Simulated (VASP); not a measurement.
# Mo5W (P4/mmm) in VASP: single point with PBE

Aim: the single point of Mo5W with PBE.

Everything below comes from runs of VASP 6.6.1. Logs are shortened: lines on timing, memory, paths and dates and some standing lists are left out, and cuts for length are marked.

**1. The cell of the first run**

The structure is tetragonal, space group P4/mmm (No. 123). Conventional cell: a = 3.164 Å, b = 3.164 Å, c = 9.495 Å, α = 90.00°, β = 90.00°, γ = 90.00°. Mo (site symmetry 4mm) has 13 Mo at 2.74 to 3.16 Å and 1 W at 3.17 Å within 3.6 Å. Within 3.6 Å of Mo (site symmetry 4mm) lie 10 Mo at 2.74 to 3.17 Å and 4 W at 2.74 Å. Within 3.6 Å of Mo (site symmetry 4/mmm) lie 14 Mo at 2.74 to 3.16 Å. W (site symmetry 4/mmm) has 10 Mo at 2.74 to 3.17 Å and 4 W at 3.16 Å within 3.6 Å.

**2. Single point, PBE, collinear spin**

INCAR

```
SYSTEM = Mo5W
  PREC = Accurate
  ENCUT = 520
  EDIFF = 1E-6
  ISMEAR = 0
  SIGMA = 0.1
  LREAL = .False.
  LASPH = .True.
  NELM = 150
  ALGO = Normal
  ISIF = 2
  LWAVE = .False.
  LCHARG = .True.
  ISPIN = 2
  MAGMOM = 1 1 1 1 1 0
  LORBIT = 11
  LMAXMIX = 4
  GGA = PE
  LELF = .True.
  LVHAR = .True.
  NBANDS = 55
```

KPOINTS

```
regular mesh
0
Gamma
  6 6 2
  0 0 0
```

POSCAR

```
Mo5W
1.0
    3.1641359000      0.0000000000      0.0000000000
    0.0000000000      3.1641359000      0.0000000000
    0.0000000000      0.0000000000      9.4951626000
Mo W
5 1
Direct
    0.0000000000      0.0000000000      0.6660800000
    0.5000000000      0.5000000000      0.8328750000
    0.5000000000      0.5000000000      0.1671250000
    0.0000000000      0.0000000000      0.3339200000
    0.5000000000      0.5000000000      0.5000000000
    0.0000000000      0.0000000000      0.0000000000
```

Potentials or basis: VASP PAW PBE potentials, release 64 (Mo_sv, W_sv).

The run is started by

```console
> cat potpaw_PBE.64/Mo_sv/POTCAR potpaw_PBE.64/W_sv/POTCAR > POTCAR
> mpirun -np 1 vasp_std > vasp.out
```

OUTCAR:

```text
SYSTEM = Mo5W
   PREC = Accurate
   ENCUT = 520
   EDIFF = 1E-6
   ISMEAR = 0
   LREAL = .False.
   LASPH = .True.
   NELM = 150
   ISIF = 2
   ISPIN = 2
   LORBIT = 11
   GGA = PE

 ion  position               nearest neighbor table
   1  0.000  0.000  0.666-   5 2.74   5 2.74   5 2.74   5 2.74   2 2.74   2 2.74   2 2.74   2 2.74
                             4 3.15   6 3.17
   2  0.500  0.500  0.833-   1 2.74   1 2.74   1 2.74   1 2.74   6 2.74   6 2.74   6 2.74   6 2.74
                             5 3.16   3 3.17
   3  0.500  0.500  0.167-   4 2.74   4 2.74   4 2.74   4 2.74   6 2.74   6 2.74   6 2.74   6 2.74
                             5 3.16   2 3.17
   4  0.000  0.000  0.334-   5 2.74   5 2.74   5 2.74   5 2.74   3 2.74   3 2.74   3 2.74   3 2.74
                             1 3.15   6 3.17
   5  0.500  0.500  0.500-   1 2.74   4 2.74   1 2.74   4 2.74   1 2.74   4 2.74   1 2.74   4 2.74
                             3 3.16   2 3.16
   6  0.000  0.000  0.000-   2 2.74   3 2.74   2 2.74   3 2.74   2 2.74   3 2.74   2 2.74   3 2.74
                             1 3.17   4 3.17

  LATTYP: Found a simple tetragonal cell.
 ALAT       =     3.1641359000
 C/A-ratio  =     3.0008706642

  Lattice vectors:

 A1 = (   3.1641359000,   0.0000000000,   0.0000000000)
 A2 = (   0.0000000000,   3.1641359000,   0.0000000000)
 A3 = (   0.0000000000,   0.0000000000,   9.4951626000)

Analysis of symmetry for initial positions (statically):
=====================================================================
 Subroutine PRICEL returns:
 Original cell was already a primitive cell.

 Routine SETGRP: Setting up the symmetry group for a
 simple tetragonal supercell.

 Subroutine GETGRP returns: Found 16 space group operations
 (whereof 16 operations were pure point group operations)
 out of a pool of 16 trial point group operations.

The static configuration has the point symmetry D_4h.

Analysis of symmetry for dynamics (positions and initial velocities):
=====================================================================
 Subroutine PRICEL returns:
 Original cell was already a primitive cell.

 Routine SETGRP: Setting up the symmetry group for a
 simple tetragonal supercell.

 Subroutine GETGRP returns: Found 16 space group operations
 (whereof 16 operations were pure point group operations)
 out of a pool of 16 trial point group operations.

The dynamic configuration has the point symmetry D_4h.

Analysis of structural, dynamic, and magnetic symmetry:
=====================================================================
 Subroutine PRICEL returns:
 Original cell was already a primitive cell.

 Routine SETGRP: Setting up the symmetry group for a
 simple tetragonal supercell.

 Subroutine GETGRP returns: Found 16 space group operations
 (whereof 16 operations were pure point group operations)
 out of a pool of 16 trial point group operations.

The overall configuration has the point symmetry D_4h.

 Subroutine INISYM returns: Found 16 space group operations
 (whereof 16 operations are pure point group operations),
 and found     1 'primitive' translations

----------------------------------------------------------------------------------------

                                     Primitive cell

  volume of cell :      95.0633

  direct lattice vectors                    reciprocal lattice vectors
     3.164135900  0.000000000  0.000000000     0.316042051  0.000000000  0.000000000
     0.000000000  3.164135900  0.000000000     0.000000000  0.316042051  0.000000000
     0.000000000  0.000000000  9.495162600     0.000000000  0.000000000  0.105316785

  length of vectors
     3.164135900  3.164135900  9.495162600     0.316042051  0.316042051  0.105316785

  position of ions in fractional coordinates (direct lattice)
     0.000000000  0.000000000  0.666080000
     0.500000000  0.500000000  0.832875000
     0.500000000  0.500000000  0.167125000
     0.000000000  0.000000000  0.333920000
     0.500000000  0.500000000  0.500000000
     0.000000000  0.000000000  0.000000000

  ion indices of the primitive-cell ions
   primitive index   ion index
                 1           1
                 2           2
                 3           3
[... 51 lines left out ...]
  0.500000  0.500000  0.500000      1.000000
   k-points           NKPTS =     20   k-points in BZ     NKDIM =     20   number of bands    NBANDS=     55
   number of dos      NEDOS =    301   number of ions     NIONS =      6
   total plane-waves  NPLWV =  41472
   dimension x,y,z NGX =    24 NGY =   24 NGZ =   72
   dimension x,y,z NGXF=    48 NGYF=   48 NGZF=  144
   ions per type =               5   1
   NGX,Y,Z   is equivalent  to a cutoff of  12.61, 12.61, 12.61 a.u.
   NGXF,Y,Z  is equivalent  to a cutoff of  25.22, 25.22, 25.21 a.u.
 SYSTEM =  Mo5W
   PREC   = accura    normal or accurate (medium, high low for compatibility)
   ISTART =      0    job   : 0-new  1-cont  2-samecut
   ICHARG =      2    charge: 1-file 2-atom 10-const
   ISPIN  =      2    spin polarized calculation?
   LNONCOLLINEAR =      F non collinear calculations
   LSORBIT =      F    spin-orbit coupling
   LASPH  =      T    aspherical Exc in radial PAW
   ENCUT  =  520.0 eV  38.22 Ry    6.18 a.u.   5.88  5.88 17.65*2*pi/ulx,y,z
   NELM   =    150;   NELMIN=  2; NELMDL= -5     # of ELM steps
   EDIFF  = 0.1E-05   stopping-criterion for ELM
   LREAL  =      F    real-space projection
   EDIFFG = 0.1E-04   stopping-criterion for IOM
   NSW    =      0    number of steps for IOM
   IBRION =     -1    ionic relax: 0-MD 1-quasi-New 2-CG
   NFREE  =      0    steps in history (QN), initial steepest desc. (CG)
   ISIF   =      2    stress and relaxation
   ISYM   =      2    0-nonsym 1-usesym 2-fastsym
   POTIM  = 0.5000    time-step for ionic-motion
   TEBEG  =    0.0;   TEEND  =   0.0 temperature during run
   PSTRESS=    0.0 pullay stress
   NELECT =      84.0000    total number of electrons
   NUPDOWN=      -1.0000    fix difference up-down
   EMIN   =  10.00;   EMAX   =-10.00  energy-range for DOS
   EFERMI =   0.00;   METHOD = LEGACY
   ISMEAR =     0;   SIGMA  =   0.10  broadening in eV -4-tet -1-fermi 0-gaus
   EFERMI_NEDOS =   21; number of points for ismear=-14 and -15
   IALGO  =     38    algorithm
   IMIX   =      4    mixing-type and parameters
     AMIX     =   0.40;   BMIX     =  1.00
     AMIX_MAG =   1.60;   BMIX_MAG =  1.00
  volume/ion in A,a.u.               =      15.84       106.92
  Fermi-wavevector in a.u.,A,eV,Ry     =   1.570955  2.968674 33.577807  2.467899
  Thomas-Fermi vector in A             =   2.672611
   LORBIT       =     11    0 simple, 1 ext, 2 COOP (PROOUT), +10 PAW based schemes
   GGA     = PE    functional components
   LHFCALC =     F    Hartree Fock is set to
   AEXX    =    0.0000 exact exchange contribution
   IVDW    =     0    specifies the selected vdW correction
   LEPSILON=     F    determine dielectric tensor
   LRPA    =     F    only Hartree local field effects (RPA)
 spin polarized calculation
 Gauss-broadening in eV      SIGMA  =   0.10
  energy-cutoff  :      520.00
  volume of cell :       95.06
 maximum number of plane-waves:      2624
 NGX is ok and might be reduce to    24
   NGX = 11   NGY = 11   NGZ = 35

 number of electron      84.0000019 magnetization      -0.0001256

 number of electron      84.0000019 magnetization       0.0000704

 Free energy of the ion-electron system (eV)
  ---------------------------------------------------
  ext. energy  EPLUGINS =         0.00000000
  ---------------------------------------------------
  free energy    TOTEN  =       -67.74724070 eV

  energy without entropy =      -67.73171628  energy(sigma->0) =      -67.73947849

 E-fermi :  12.3432     XC(G=0): -13.3707

 val. band max:       12.3175232893   @ k =   0.5000   0.5000   0.5000
 cond. band min:      12.3476300434   @ k =   0.5000   0.0000   0.5000
 fundamental gap:      0.0301067541
 Fermi energy:        12.3431553187

 spin component 1

 k-point     1 :       0.0000    0.0000    0.0000
  band No.  band energies     occupation
      1     -61.9115      1.00000
      2     -49.0355      1.00000
      3     -48.9295      1.00000
      4     -48.8042      1.00000
      5     -48.7050      1.00000
      6     -48.6579      1.00000
[... 1129 lines left out ...]
     53      15.0595      0.00000
     54      15.4561      0.00000
 Fermi energy:        12.3431553187

 spin component 2

 k-point     1 :       0.0000    0.0000    0.0000
  band No.  band energies     occupation
      1     -61.9115      1.00000
      2     -49.0355      1.00000
      3     -48.9296      1.00000
      4     -48.8042      1.00000
      5     -48.7050      1.00000
      6     -48.6579      1.00000
[... 1129 lines left out ...]
     53      15.0595      0.00000
     54      15.4561      0.00000
 [bands above 54 left out]

------------------------ aborting loop because EDIFF is reached ----------------------------------------

  FORCE on cell =-STRESS in cart. coord.  units (eV):
  Direction    XX          YY          ZZ          XY          YZ          ZX
  --------------------------------------------------------------------------------------
  -------------------------------------------------------------------------------------
  Total        0.2489414      0.2489414      0.2014817      0.0000000      0.0000000     -0.0000000
  in kB        4.1956094      4.1956094      3.3957337      0.0000000      0.0000000     -0.0000000
  external PRESSURE =       3.9289842 kB  Pullay stress =       0.0000000 kB

 VOLUME and BASIS-vectors are now :
 -----------------------------------------------------------------------------
  energy-cutoff  :      520.00
  volume of cell :       95.06
      direct lattice vectors                 reciprocal lattice vectors
     3.164135900  0.000000000  0.000000000     0.316042051  0.000000000  0.000000000
     0.000000000  3.164135900  0.000000000     0.000000000  0.316042051  0.000000000
     0.000000000  0.000000000  9.495162600     0.000000000  0.000000000  0.105316785

 POSITION                                       TOTAL-FORCE (eV/Angst)
 -----------------------------------------------------------------------------------
      0.00000      0.00000      6.32454         0.000000      0.000000     -0.020037
      1.58207      1.58207      7.90828         0.000000      0.000000      0.010257
      1.58207      1.58207      1.58688        -0.000000     -0.000000     -0.010257
      0.00000      0.00000      3.17062         0.000000      0.000000      0.020037
      1.58207      1.58207      4.74758         0.000000      0.000000      0.000000
      0.00000      0.00000      0.00000         0.000000      0.000000      0.000000
 -----------------------------------------------------------------------------------
    total drift:                                0.000000     -0.000000      0.000000

  FREE ENERGIE OF THE ION-ELECTRON SYSTEM (eV)
  ---------------------------------------------------
  free  energy   TOTEN  =       -67.7472406951 eV

  energy  without entropy=      -67.7317162772  energy(sigma->0) =      -67.73947849

 total charge

# of ion       s       p       d       tot
------------------------------------------
    1        2.378   6.203   3.890  12.471
    2        2.372   6.210   3.923  12.505
    3        2.372   6.210   3.923  12.505
    4        2.378   6.203   3.890  12.471
    5        2.380   6.203   3.893  12.475
    6        2.418   6.309   3.295  12.022
--------------------------------------------------
tot         14.298  37.337  22.815  74.450

 magnetization (x)

# of ion       s       p       d       tot
------------------------------------------
    1       -0.000   0.000  -0.000  -0.000
    2        0.000   0.000   0.000   0.000
    3        0.000   0.000   0.000   0.000
    4       -0.000   0.000  -0.000  -0.000
    5        0.000   0.000   0.000   0.000
    6       -0.000   0.000  -0.000  -0.000
--------------------------------------------------
tot          0.000   0.000   0.000   0.000
```

Run time: 5.4 min. Hardware: 1 thread of Intel Xeon 8259CL, shared host; peak memory 0.32 GiB.

What came out:

```yaml
Free_energy: -67.7472 eV
Pressure: 0.4 GPa
Largest_force: 0.020 eV/Å
Band_gap_on_the_k_mesh: zero (filled and empty bands overlap)
Net_moment: 0.00 μB per cell
Valence_electrons_inside_the_program's_atomic_spheres: Mo 12.47, 12.51 (each value once); W 12.02
```

Forces in eV/Å, atoms in the order of the input:
```
Mo   0.000  0.000 -0.020
Mo   0.000  0.000  0.010
Mo   0.000  0.000 -0.010
Mo   0.000  0.000  0.020
Mo   0.000  0.000  0.000
W    0.000  0.000  0.000
```

Caveat: spin-orbit coupling is left out, which moves the levels of the heavy elements.
